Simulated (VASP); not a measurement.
Wanted: the native input for a VASP 6.6.1 run.

| Property | Result |
| --- | --- |
| Task | single point |
| Functional | LDA |
| Potentials or basis | VASP PAW LDA potentials, release 64 (Si, O) |
| Cutoff | 520 eV |
| k mesh | 6 × 6 × 8 |
| Occupations | gaussian, width 0.05 eV |
| Spin | no spin polarisation |
| Dipole correction | no |
| Further INCAR settings | ALGO = Normal; EDIFF = 1e-07; NBANDS = 25 |

The structure of SiO2 lies in POSCAR:

```
SiO2
1.0
    4.2549000000      0.0000000000      0.0000000000
    0.0000000000      4.2549000000      0.0000000000
    0.0000000000      0.0000000000      2.5336000000
Si O
2 4
Direct
    0.5000000000      0.5000000000      0.5000000000
    0.0000000000      0.0000000000      0.0000000000
    0.6944252994      0.6944252994      0.0000000000
    0.1944252994      0.8055747006      0.5000000000
    0.3055747006      0.3055747006      0.0000000000
    0.8055747006      0.1944252994      0.5000000000
```

One way to write it, as run:

INCAR

```
PREC = Accurate
ENCUT = 520
EDIFF = 1E-7
ISMEAR = 0
SIGMA = 0.05
LREAL = F
LASPH = T
NELM = 80
ALGO = Normal
ISIF = 2
LWAVE = F
LCHARG = F
NBANDS = 25
```

KPOINTS

```
Automatic mesh
0
Gamma
  6 6 8
```

Potentials or basis: VASP PAW LDA potentials, release 64 (Si, O).

Launch:

```sh
$ cat potpaw_LDA.64/Si/POTCAR potpaw_LDA.64/O/POTCAR > POTCAR
$ mpirun -np 1 vasp_std > vasp.out
```

It gave:

| Property | Result |
| --- | --- |
| Pressure | 6.3 GPa |
| Largest force | 0.349 eV/Å |
| Band gap on the k mesh | 6.01 eV, direct |

Run time: 33 s on 1 thread of Intel(R) Xeon(R) Platinum 8259CL CPU @ 2.50GHz (Skylake/Cascade Lake) (shared host), peak memory 0.16 GiB.
